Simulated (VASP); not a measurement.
# Sn8SeS7 (Pm) in VASP: notebook, part 2 of 2

VASP 6.6.1. The steps go on from the part before.

## Step 3: Single point, PBEsol

This run uses another cell than the first one, of 24.49 Å³/atom, 1.032 times its volume.

INCAR

```
SYSTEM = Sn8SeS7
PREC = Accurate
ENCUT = 520
EDIFF = 1E-6
ISMEAR = 0
SIGMA = 0.1
LREAL = Auto
LASPH = .TRUE.
NELM = 60
ALGO = Normal
ISIF = 2
LWAVE = .FALSE.
LCHARG = .TRUE.
GGA = PS
LELF = .TRUE.
LVHAR = .TRUE.
NBANDS = 94
```

KPOINTS

```
Automatic mesh
0
G
  2 2 4
  0 0 0
```

POSCAR

```
Sn8SeS7
1.0
   11.2463785600      0.0000000000      0.0000000000
    0.0000000000      8.0070198800      0.0000000000
    0.0000000000      0.0000000000      4.3519468500
Sn Se S
8 1 7
Direct
    0.1194000000      0.1250000000      0.1198000000
    0.1194000000      0.6250000000      0.1198000000
    0.3806000000      0.3750000000      0.6198000000
    0.3806000000      0.8750000000      0.6198000000
    0.6194000000      0.1250000000      0.3802000000
    0.6194000000      0.6250000000      0.3802000000
    0.8806000000      0.3750000000      0.8802000000
    0.8806000000      0.8750000000      0.8802000000
    0.8508000000      0.1250000000      0.4793000000
    0.8508000000      0.6250000000      0.4793000000
    0.6492000000      0.3750000000      0.9793000000
    0.6492000000      0.8750000000      0.9793000000
    0.3508000000      0.1250000000      0.0207000000
    0.3508000000      0.6250000000      0.0207000000
    0.1492000000      0.3750000000      0.5207000000
    0.1492000000      0.8750000000      0.5207000000
```

Potentials or basis: VASP PAW PBE potentials, release 64 (Sn_d, Se, S).

Launch:

```
$ cat potpaw_PBE.64/Sn_d/POTCAR potpaw_PBE.64/Se/POTCAR potpaw_PBE.64/S/POTCAR > POTCAR
$ mpirun -np 1 vasp_std > vasp.out
```

OUTCAR:

```text
SYSTEM = Sn8SeS7
   PREC = Accurate
   ENCUT = 520
   EDIFF = 1E-6
   ISMEAR = 0
   LREAL = Auto
   LASPH = .TRUE.
   NELM = 60
   ISIF = 2
   GGA = PS

 ion  position               nearest neighbor table
   1  0.119  0.125  0.120-  13 2.64  15 2.68  16 2.68   8 3.51   7 3.51
   2  0.119  0.625  0.120-  14 2.64  15 2.68  16 2.68   8 3.51   7 3.51
   3  0.381  0.375  0.620-  15 2.64  14 2.68  13 2.68   6 3.51   5 3.51
   4  0.381  0.875  0.620-  16 2.64  14 2.68  13 2.68   6 3.51   5 3.51
   5  0.619  0.125  0.380-   9 2.64  11 2.68  12 2.68   4 3.51   3 3.51
   6  0.619  0.625  0.380-  10 2.64  11 2.68  12 2.68   4 3.51   3 3.51
   7  0.881  0.375  0.880-  11 2.64  10 2.68   9 2.68   2 3.51   1 3.51
   8  0.881  0.875  0.880-  12 2.64  10 2.68   9 2.68   2 3.51   1 3.51
   9  0.851  0.125  0.479-   5 2.64   7 2.68   8 2.68
  10  0.851  0.625  0.479-   6 2.64   7 2.68   8 2.68
  11  0.649  0.375  0.979-   7 2.64   6 2.68   5 2.68
  12  0.649  0.875  0.979-   8 2.64   6 2.68   5 2.68
  13  0.351  0.125  0.021-   1 2.64   3 2.68   4 2.68
  14  0.351  0.625  0.021-   2 2.64   3 2.68   4 2.68
  15  0.149  0.375  0.521-   3 2.64   2 2.68   1 2.68
  16  0.149  0.875  0.521-   4 2.64   2 2.68   1 2.68

  LATTYP: Found a simple orthorhombic cell.
 ALAT       =     4.3519468500
 B/A-ratio  =     1.8398707879
 C/A-ratio  =     2.5842178105

  Lattice vectors:

 A1 = (   0.0000000000,   0.0000000000,  -4.3519468500)
 A2 = (   0.0000000000,   8.0070198800,   0.0000000000)
 A3 = (  11.2463785600,   0.0000000000,   0.0000000000)

Analysis of symmetry for initial positions (statically):
=====================================================================
 Subroutine PRICEL returns:
 Original cell was already a primitive cell.

 Routine SETGRP: Setting up the symmetry group for a
 simple orthorhombic supercell.

 Subroutine GETGRP returns: Found  2 space group operations
 (whereof  1 operations were pure point group operations)
 out of a pool of  8 trial point group operations.

The static configuration has the point symmetry C_1 .
 The point group associated with its full space group is C_1h.

Analysis of symmetry for dynamics (positions and initial velocities):
=====================================================================
 Subroutine PRICEL returns:
 Original cell was already a primitive cell.

 Routine SETGRP: Setting up the symmetry group for a
 simple orthorhombic supercell.

 Subroutine GETGRP returns: Found  2 space group operations
 (whereof  1 operations were pure point group operations)
 out of a pool of  8 trial point group operations.

The dynamic configuration has the point symmetry C_1 .
 The point group associated with its full space group is C_1h.

 Subroutine INISYM returns: Found  2 space group operations
 (whereof  1 operations are pure point group operations),
 and found     1 'primitive' translations

----------------------------------------------------------------------------------------

                                     Primitive cell

  volume of cell :     391.8927

  direct lattice vectors                    reciprocal lattice vectors
    11.246378560  0.000000000  0.000000000     0.088917512  0.000000000  0.000000000
     0.000000000  8.007019880  0.000000000     0.000000000  0.124890411  0.000000000
     0.000000000  0.000000000  4.351946850     0.000000000  0.000000000  0.229782218
[... 79 lines left out ...]
  0.000000  0.500000  0.500000      1.000000
  0.500000  0.500000  0.500000      1.000000
   k-points           NKPTS =     12   k-points in BZ     NKDIM =     12   number of bands    NBANDS=     94
   number of dos      NEDOS =    301   number of ions     NIONS =     16
   total plane-waves  NPLWV = 161280
   dimension x,y,z NGX =    84 NGY =   60 NGZ =   32
   dimension x,y,z NGXF=   168 NGYF=  120 NGZF=   64
   ions per type =               8   1   7
   NGX,Y,Z   is equivalent  to a cutoff of  12.42, 12.46, 12.22 a.u.
   NGXF,Y,Z  is equivalent  to a cutoff of  24.83, 24.92, 24.45 a.u.
 SYSTEM =  Sn8SeS7
   PREC   = accura    normal or accurate (medium, high low for compatibility)
   ISTART =      0    job   : 0-new  1-cont  2-samecut
   ICHARG =      2    charge: 1-file 2-atom 10-const
   ISPIN  =      1    spin polarized calculation?
   LNONCOLLINEAR =      F non collinear calculations
   LSORBIT =      F    spin-orbit coupling
   LASPH  =      T    aspherical Exc in radial PAW
   ENCUT  =  520.0 eV  38.22 Ry    6.18 a.u.  20.91 14.89  8.09*2*pi/ulx,y,z
   NELM   =     60;   NELMIN=  2; NELMDL= -5     # of ELM steps
   EDIFF  = 0.1E-05   stopping-criterion for ELM
   LREAL  =      T    real-space projection
   EDIFFG = 0.1E-04   stopping-criterion for IOM
   NSW    =      0    number of steps for IOM
   IBRION =     -1    ionic relax: 0-MD 1-quasi-New 2-CG
   NFREE  =      0    steps in history (QN), initial steepest desc. (CG)
   ISIF   =      2    stress and relaxation
   ISYM   =      2    0-nonsym 1-usesym 2-fastsym
   POTIM  = 0.5000    time-step for ionic-motion
   TEBEG  =    0.0;   TEEND  =   0.0 temperature during run
   PSTRESS=    0.0 pullay stress
   NELECT =     160.0000    total number of electrons
   NUPDOWN=      -1.0000    fix difference up-down
   EMIN   =  10.00;   EMAX   =-10.00  energy-range for DOS
   EFERMI =   0.00;   METHOD = LEGACY
   ISMEAR =     0;   SIGMA  =   0.10  broadening in eV -4-tet -1-fermi 0-gaus
   EFERMI_NEDOS =   21; number of points for ismear=-14 and -15
   IALGO  =     38    algorithm
   IMIX   =      4    mixing-type and parameters
     AMIX     =   0.40;   BMIX     =  1.00
     AMIX_MAG =   1.60;   BMIX_MAG =  1.00
  volume/ion in A,a.u.               =      24.49       165.29
  Fermi-wavevector in a.u.,A,eV,Ry     =   1.214486  2.295045 20.068262  1.474976
  Thomas-Fermi vector in A             =   2.349904
   LORBIT       =      0    0 simple, 1 ext, 2 COOP (PROOUT), +10 PAW based schemes
   GGA     = PS    functional components
   LHFCALC =     F    Hartree Fock is set to
   AEXX    =    0.0000 exact exchange contribution
   IVDW    =     0    specifies the selected vdW correction
   LEPSILON=     F    determine dielectric tensor
   LRPA    =     F    only Hartree local field effects (RPA)
 non-spin polarized calculation
 Gauss-broadening in eV      SIGMA  =   0.10
  energy-cutoff  :      520.00
  volume of cell :      391.89
 maximum number of plane-waves:     10608
 NGX is ok and might be reduce to    84
   NGX = 41   NGY = 29   NGZ = 17

 number of electron     160.0000091 magnetization

 Free energy of the ion-electron system (eV)
  ---------------------------------------------------
  ext. energy  EPLUGINS =         0.00000000
  ---------------------------------------------------
  free energy    TOTEN  =       -76.02505407 eV

  energy without entropy =      -76.02505407  energy(sigma->0) =      -76.02505407

 E-fermi :   6.3747     XC(G=0): -10.0133

 val. band max:        5.9338598426   @ k =   0.5000   0.0000   0.5000
 cond. band min:       6.8201087719   @ k =   0.0000   0.0000   0.0000
 fundamental gap:      0.8862489292
 Fermi energy:         6.3746504261

 k-point     1 :       0.0000    0.0000    0.0000
  band No.  band energies     occupation
      1     -15.2113      2.00000
      2     -15.1978      2.00000
      3     -15.1839      2.00000
      4     -15.1835      2.00000
      5     -15.1803      2.00000
      6     -15.1797      2.00000
[... 1129 lines left out ...]
     91       9.3892      0.00000
     92       9.4701      0.00000
 [bands above 92 left out]

------------------------ aborting loop because EDIFF is reached ----------------------------------------

  FORCE on cell =-STRESS in cart. coord.  units (eV):
  Direction    XX          YY          ZZ          XY          YZ          ZX
  --------------------------------------------------------------------------------------
  -------------------------------------------------------------------------------------
  Total       -0.0067480     -1.2219075     -2.3378690      0.0000000      0.0000000      0.4089578
  in kB       -0.0275880     -4.9955318     -9.5579239      0.0000000      0.0000000      1.6719446
  external PRESSURE =      -4.8603479 kB  Pullay stress =       0.0000000 kB

 VOLUME and BASIS-vectors are now :
 -----------------------------------------------------------------------------
  energy-cutoff  :      520.00
  volume of cell :      391.89
      direct lattice vectors                 reciprocal lattice vectors
    11.246378560  0.000000000  0.000000000     0.088917512  0.000000000  0.000000000
     0.000000000  8.007019880  0.000000000     0.000000000  0.124890411  0.000000000
     0.000000000  0.000000000  4.351946850     0.000000000  0.000000000  0.229782218

 POSITION                                       TOTAL-FORCE (eV/Angst)
 -----------------------------------------------------------------------------------
      1.34282      1.00088      0.52136         0.159465      0.000000      0.004178
      1.34282      5.00439      0.52136         0.053241      0.000000      0.018471
      4.28037      3.00263      2.69734        -0.058699     -0.004969      0.031056
      4.28037      7.00614      2.69734        -0.058699      0.004969      0.031056
      6.96601      1.00088      1.65461        -0.693713      0.000000     -0.141088
      6.96601      5.00439      1.65461         0.065929      0.000000     -0.025551
[... 8 lines left out ...]
      1.67796      3.00263      2.26606        -0.040297     -0.006302     -0.022471
      1.67796      7.00614      2.26606        -0.040297      0.006302     -0.022471
 -----------------------------------------------------------------------------------
    total drift:                                0.001826     -0.000000      0.002210

  FREE ENERGIE OF THE ION-ELECTRON SYSTEM (eV)
  ---------------------------------------------------
  free  energy   TOTEN  =       -76.0250540748 eV

  energy  without entropy=      -76.0250540748  energy(sigma->0) =      -76.02505407
```

Wall time 9.9 min (1 thread of Intel Xeon Platinum 8259CL at 2.50GHz (Skylake/Cascade Lake), shared host); peak memory 0.55 GiB.

Results:

| Quantity | Value |
| --- | --- |
| Free energy | -76.0251 eV |
| Pressure | -0.5 GPa |
| Largest force | 0.817 eV/Å |
| Band gap on the k mesh | 0.89 eV, indirect (least direct gap 1.32 eV) |

Forces on the atoms (eV/Å):
```
Sn   0.159  0.000  0.004
Sn   0.053  0.000  0.018
Sn  -0.059 -0.005  0.031
Sn  -0.059  0.005  0.031
Sn  -0.694  0.000 -0.141
Sn   0.066  0.000 -0.026
Sn   0.025  0.574  0.315
Sn   0.025 -0.574  0.315
Se   0.597  0.000 -0.557
S    0.039  0.000  0.044
S   -0.061  0.016  0.024
S   -0.061 -0.016  0.024
S    0.006  0.000 -0.025
S    0.043  0.000 -0.012
S   -0.040 -0.006 -0.022
S   -0.040  0.006 -0.022
```

Caveat: the PAW data sets were made with another functional, which shifts forces and pressure a little; spin-orbit coupling is left out, which moves the levels of the heavy elements. A k mesh can miss the band edges.
